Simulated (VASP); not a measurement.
Set up this calculation in VASP 6.6.1, as the native input.

* Task: single point
* Functional: PBE
* Potentials or basis: VASP PAW PBE potentials, release 64 (Sn_d, O)
* Cutoff: 520 eV
* k mesh: 6 × 6 × 8
* Occupations: gaussian, width 0.02 eV
* Spin: no spin polarisation
* Dipole correction: no
* Further INCAR settings: ALGO = Normal; EDIFF = 1e-06; NBANDS = 35

The structure of SnO2 lies in POSCAR:

```
SnO2
1.0
    4.8271899931      0.0000000000      0.0000000000
    0.0000000000      4.8271899931      0.0000000000
    0.0000000000      0.0000000000      3.2381523548
Sn O
2 4
Direct
    0.5000000000      0.5000000000      0.5000000000
    0.0000000000      0.0000000000      0.0000000000
    0.1934234795      0.8065765205      0.5000000000
    0.8065765205      0.1934234795      0.5000000000
    0.3065765205      0.3065765205      0.0000000000
    0.6934234795      0.6934234795      0.0000000000
```

The input as run:

INCAR

```
PREC     = Accurate       # precision mode
ENCUT    = 520            # plane-wave cutoff, eV
EDIFF    = 1E-6           # SCF threshold, eV
ISMEAR   = 0              # smearing method
SIGMA    = 0.02           # smearing width, eV
LREAL    = F              # projectors in reciprocal space
LASPH    = T              # aspherical terms in the spheres
NELM     = 60             # most SCF steps
ALGO     = Normal         # electronic algorithm
ISIF     = 2              # what is computed and relaxed
LWAVE    = F              # write WAVECAR
LCHARG   = F              # write CHGCAR
GGA      = PE             # functional
NBANDS   = 35             # bands
```

KPOINTS

```
regular mesh
0
Gamma
  6 6 8
```

Potentials or basis: VASP PAW PBE potentials, release 64 (Sn_d, O).

Command:

```bash
$ cat potpaw_PBE.64/Sn_d/POTCAR potpaw_PBE.64/O/POTCAR > POTCAR
$ mpirun -np 1 vasp_std > vasp.out
```

Results of the run:

The pressure is 0.6 GPa, the largest force is 0.017 eV/Å and the band gap on the k mesh is 0.67 eV, direct.

Caveat: spin-orbit coupling is left out, which moves the levels of the heavy elements.

Wall time 58 s on 1 thread of AMD EPYC 9R45 96-Core Processor (Zen 5), with other jobs on the host, peak memory 0.21 GiB.
